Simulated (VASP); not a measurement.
Wanted: the native input for a VASP 6.6.1 run.

```
Task                   : single point
Functional             : PBE
Potentials or basis    : VASP PAW PBE potentials, release 64 (Cs_sv, Au)
Cutoff                 : 520 eV
k mesh                 : 6 × 6 × 6
Occupations            : gaussian, width 0.1 eV
Spin                   : no spin polarisation
Dipole correction      : no
Further INCAR settings : ALGO = Normal; EDIFF = 1e-07; NBANDS = 22
```

The structure of Cs2Au lies in POSCAR:

```
Cs2Au
1.0
   -2.2699190326      2.2699190326      8.7953735470
    2.2699190326     -2.2699190326      8.7953735470
    2.2699190326      2.2699190326     -8.7953735470
Cs Au
2 1
Direct
    0.6157843855      0.6157843855      0.0000000000
    0.3842156145      0.3842156145      0.0000000000
    0.0000000000      0.0000000000      0.0000000000
```

These files were run (other wordings do the same):

INCAR

```
SYSTEM = Cs2Au
ALGO = Normal
EDIFF = 1E-7
ENCUT = 520
GGA = PE
ISIF = 2
ISMEAR = 0
LASPH = .True.
LCHARG = .False.
LREAL = .False.
LWAVE = .False.
NBANDS = 22
NELM = 80
PREC = Accurate
SIGMA = 0.1
```

KPOINTS

```
k-points
0
Gamma
  6 6 6
  0 0 0
```

Potentials or basis: VASP PAW PBE potentials, release 64 (Cs_sv, Au).

Command:

```bash
$ cat potpaw_PBE.64/Cs_sv/POTCAR potpaw_PBE.64/Au/POTCAR > POTCAR
$ mpirun -np 1 vasp_std > vasp.out
```

Results of the run:

The pressure is 0.1 GPa, the largest force is 0.008 eV/Å and the band gap on the k mesh is zero (an odd number of electrons rules out a gap without spin polarisation).

Caveat: spin-orbit coupling is left out, which moves the levels of the heavy elements.

It took 4.2 min on 1 thread of AMD EPYC 9R45 96-Core Processor (Zen 5) (shared host), peak memory 0.67 GiB.
